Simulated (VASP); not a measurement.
## Si: single point with PBE

The system is Si.

```
Si
1.0
     0.00000    2.67880    2.67880
     2.67880    0.00000    2.67880
     2.67880    2.67880    0.00000
Si
2
Direct
  0.00000 0.00000 0.00000
  0.25000 0.25000 0.25000
```

* Program: VASP 6.6.1
* Task: single point
* Functional: PBE
* Potentials or basis: VASP PAW PBE potentials, release 64 (Si)
* Cutoff: 500 eV
* k mesh: 6 × 6 × 6
* Occupations: gaussian, width 0.01 eV
* Spin: no spin polarisation

- Pressure: 6.3 GPa
- Band gap on the k mesh: 0.62 eV, indirect (least direct gap 2.58 eV)

Levels at points of the mesh, in eV from the valence-band top:
| k point | band 1 | band 2 | band 3 | band 4 | band 5 | band 6 | band 7 | band 8 |
| --- | --- | --- | --- | --- | --- | --- | --- | --- |
| (0.00, 0.00, 0.00) | -12.24 | 0.00 | 0.00 | 0.00 | 2.58 | 2.58 | 2.58 | 3.85 |
| (0.50, 0.00, 0.00) | -9.81 | -7.16 | -1.23 | -1.23 | 1.68 | 3.31 | 3.31 | 7.78 |
| (0.50, 0.50, 0.00) | -7.95 | -7.95 | -2.96 | -2.96 | 0.62 | 0.62 | 10.47 | 10.47 |

Run time: 13 s on 1 thread of AMD EPYC 7R13, with other jobs on the host, peak memory 0.11 GiB.

A k mesh can miss the band edges. Expect the measured gap to be larger: semilocal functionals such as PBE lack the derivative discontinuity.
